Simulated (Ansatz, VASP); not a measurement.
**Zn in VASP and in Ansatz**

File INCAR:

```
SYSTEM = Zn
PREC     = Accurate       ! precision mode
ENCUT    = 520            ! plane-wave cutoff, eV
EDIFF    = 1E-8           ! SCF threshold, eV
ISMEAR   = -1             ! smearing method
SIGMA    = 0.03           ! smearing width, eV
LREAL    = .False.        ! projectors in reciprocal space
LASPH    = .True.         ! aspherical terms in the spheres
NELM     = 60             ! most SCF steps
ALGO     = Normal         ! electronic algorithm
ISIF     = 2              ! what is computed and relaxed
LWAVE    = .False.        ! write WAVECAR
LCHARG   = .False.        ! write CHGCAR
GGA      = PS             ! functional
LEFG     = .True.       
NBANDS   = 19             ! bands
```

KPOINTS

```
regular mesh
0
Gamma
  18 18 8
  0 0 0
```

Contents of POSCAR:

```
Zn
1.0
    2.6647980532      0.0266479805      0.0266479805
   -1.3093211985      2.2944588197      0.0097538378
    0.0494670000      0.0494670000      4.9467000000
Zn
2
Direct
    0.3333333333      0.6666666667      0.2500000000
    0.6666666667      0.3333333333      0.7500000000
```

Input for Ansatz:

```yaml
crystal:
  lattice:
    - [2.6647980532, 0.0266479805, 0.0266479805]
    - [-1.3093211985, 2.2944588197, 0.0097538378]
    - [0.049467, 0.049467, 4.9467]
  atoms:
    - { symbol: Zn, position: [0.3333333333, 0.6666666667, 0.25] }
    - { symbol: Zn, position: [0.6666666667, 0.3333333333, 0.75] }
kpoints:
  mp_grid: { grid: [18, 18, 8] }
scf:
  occupations: { method: fermi_dirac, width: 0.03 }
hamiltonian:
  xc: pbesol
  pseudopotentials: { kind: all_electron, datasets: crystal }
output:
  forces: true
  stress: true
  eigenvalues: true
  efg: { contact_densities: true }
```

Change from the starting cell: equal xy, yz and zx shear strains of +2 %, crystal datasets.

Alike in both runs: task electric field gradients; functional PBEsol; k mesh 18 × 18 × 8; occupations fermi-dirac, width 0.03 eV; no spin polarisation.

|  | VASP | Ansatz |
| --- | --- | --- |
| version | VASP 6.6.1 | Ansatz 0.2.0 |
| potentials or method | VASP PAW PBE potentials, release 64 (Zn), cutoff 520 eV | all-electron PAW with datasets made for the crystal, scalar-relativistic |

Ansatz gave:

* pressure (GPa): -5.3
* traceless stress, the component that is largest in VASP (GPa): 1.31
* rms of the force components (eV/Å): 0.008
* size of Vzz on the site where it differs most (V/Å²): 34.9

**Question.** Which values does VASP return?

**Answer.** Pressure (GPa): -4.9; traceless stress, the component that is largest in VASP (GPa): 1.20; rms of the force components (eV/Å): 0.007; size of Vzz on the site where it differs most (V/Å²): 35.2.

VASP's potentials were made for PBE, not for PBEsol. Atom by atom the forces differ by 0.001 eV/Å (rms over components). Ansatz ran all-electron here, and VASP with PAW potentials. Ansatz's warnings: printed levels off.
